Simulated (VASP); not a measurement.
AlN: single point with PBE

Crystal: AlN.

```
CELL_PARAMETERS angstrom
3.11300 0.00000 0.00000
-1.55650 2.69594 0.00000
0.00000 0.00000 4.98100
ATOMIC_POSITIONS crystal
Al 0.66667 0.33333 0.50000
Al 0.33333 0.66667 0.00000
N 0.66667 0.33333 0.88000
N 0.33333 0.66667 0.38000
```

```json
{
 "Program": "VASP 6.6.1",
 "Task": "single point",
 "Functional": "PBE",
 "Potentials or basis": "VASP PAW PBE potentials, release 64 (Al, N)",
 "Cutoff": "520 eV",
 "k mesh": "10 × 10 × 6",
 "Occupations": "gaussian, width 0.03 eV",
 "Spin": "no spin polarisation"
}
```

* Pressure: 3.5 GPa
* Largest force: 0.129 eV/Å
* Band gap on the k mesh: 4.22 eV, direct

Forces on the atoms (eV/Å):
```
Al   0.000  0.000 -0.129
Al   0.000  0.000 -0.129
N    0.000  0.000  0.129
N    0.000  0.000  0.129
```

Stress tensor (GPa, compression positive):
```
2.91 0.00 0.00
0.00 2.91 0.00
0.00 0.00 4.57
```

Levels at points of the mesh, in eV from the valence-band top:
```tsv
k point	band 5	band 6	band 7	band 8	band 9	band 10	band 11	band 12
(0.00, 0.00, 0.00)	-0.83	-0.18	-0.18	0.00	4.22	6.66	10.62	11.17
(0.50, 0.00, 0.00)	-3.33	-2.06	-1.77	-0.66	5.82	5.83	8.20	10.30
(0.00, 0.00, 0.50)	-0.51	-0.51	-0.51	-0.51	6.47	6.47	10.34	10.34
(0.50, 0.00, 0.50)	-1.43	-1.43	-1.35	-1.35	5.33	5.33	9.29	9.29
```

Wall time 64 s on 1 thread of AMD EPYC 7R43 64-Core Processor (Zen 3), with other jobs on the host, peak memory 0.13 GiB.

A k mesh can miss the band edges.
